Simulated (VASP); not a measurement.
Write the native input for VASP 6.6.1 that does the following.

* Task: single point
* Functional: r2SCAN
* Dispersion: D3(BJ)
* Potentials or basis: VASP PAW PBE potentials, release 64 (Ga_d, N_h)
* Cutoff: 1460 eV
* k mesh: 10 × 10 × 5
* Occupations: fermi-dirac, width 0.05 eV
* Spin: no spin polarisation
* Dipole correction: no
* Further INCAR settings: ALGO = Normal; EDIFF = 1e-06; NBANDS = 26

The system is GaN.

```
Ga N
1.0
     3.18000    0.00000    0.00000
    -1.59000    2.75396    0.00000
     0.00000    0.00000    5.16600
Ga N
2 2
Direct
  0.66667 0.33333 0.50000
  0.33333 0.66667 0.00000
  0.66667 0.33333 0.87500
  0.33333 0.66667 0.37500
```

One way to write it, as run:

POSCAR

```
GaN
1.0
    3.1800000000      0.0000000000      0.0000000000
   -1.5900000000      2.7539607840      0.0000000000
    0.0000000000      0.0000000000      5.1660000000
Ga N
2 2
Direct
    0.6666666667      0.3333333333      0.5000000000
    0.3333333333      0.6666666667      0.0000000000
    0.6666666667      0.3333333333      0.8750000000
    0.3333333333      0.6666666667      0.3750000000
```

INCAR.step1

```
SYSTEM = GaN
  PREC = Accurate
  ENCUT = 1460
  ISMEAR = -1
  SIGMA = 0.05
  LREAL = .False.
  LASPH = .True.
  NELM = 120
  NBANDS = 26
  GGA = PE
  ALGO = Normal
  EDIFF = 1E-5
  LWAVE = .True.
  LCHARG = .False.
  GGA_COMPAT = .False.
```

INCAR.step2

```
SYSTEM = GaN
  PREC = Accurate
  ENCUT = 1460
  EDIFF = 1E-6
  ISMEAR = -1
  SIGMA = 0.05
  LREAL = .False.
  LASPH = .True.
  NELM = 120
  ALGO = Normal
  ISIF = 2
  LWAVE = .False.
  LCHARG = .True.
  METAGGA = R2SCAN
  LMIXTAU = .True.
  IVDW = 12
  VDW_S6 = 1.0
  VDW_S8 = 0.78981345
  VDW_A1 = 0.49484001
  VDW_A2 = 5.73083694
  LELF = .True.
  LVHAR = .True.
  NBANDS = 26
  ISTART = 1
  GGA_COMPAT = .False.
```

KPOINTS

```
Automatic mesh
0
Gamma
  10 10 5
  0 0 0
```

Potentials or basis: VASP PAW PBE potentials, release 64 (Ga_d, N_h).

Command:

```bash
$ cat potpaw_PBE.64/Ga_d/POTCAR potpaw_PBE.64/N_h/POTCAR > POTCAR
$ cp INCAR.step1 INCAR
$ mpirun -np 1 vasp_std > vasp.out
$ cp INCAR.step2 INCAR
$ mpirun -np 1 vasp_std > vasp.out
```

It gave:

```
Pressure                   : 0.4 GPa
Largest force              : 0.143 eV/Å
Band gap on the k mesh     : 2.37 eV
Dispersion energy per atom : -0.121 eV
```

Caveat: the PAW data sets were made with another functional, which shifts forces and pressure a little.

Run time: 10 min on 1 thread of Intel(R) Xeon(R) Platinum 8259CL CPU @ 2.50GHz (Skylake/Cascade Lake) (shared host), peak memory 0.47 GiB.
